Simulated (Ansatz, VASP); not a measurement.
**One calculation of MgS, two programs**

```
CELL_PARAMETERS angstrom
3.61091 0.00000 0.00000
-1.80545 3.12714 0.00000
0.00000 0.00000 3.30526
ATOMIC_POSITIONS crystal
Mg 0.00000 0.00000 0.50000
S 0.66667 0.33333 0.00000
```

Alike in both runs: functional B3LYP; k mesh 5 × 5 × 4; occupations fermi-dirac, width 0.05 eV; no spin polarisation.

|  | VASP | Ansatz |
| --- | --- | --- |
| version | VASP 6.6.1 | Ansatz 0.2.0 |
| potentials or method | VASP PAW PBE potentials, release 64 (Mg, S) | Ansatz PAW |
| plane-wave cutoff (eV) | 520 | 420 |
| valence electrons in the cell | 8 | 16 |
| task | single point | band structure |

```tsv
	VASP	Ansatz	Ansatz less VASP
gap on the k mesh at the Fermi level (eV)	3.04	3.04	+0.004
pressure (GPa)	0.5	0.8	+0.26
traceless stress, the component that is largest in VASP (GPa)	-0.18	-0.15	+0.022
```

VASP's potentials were made for PBE, not for B3LYP. VASP's potentials hold 8 valence electrons a cell and Ansatz's 16, so a difference there can come from the potentials and not from the codes.

The k mesh is coarse, so the values compare programs but aren't converged.
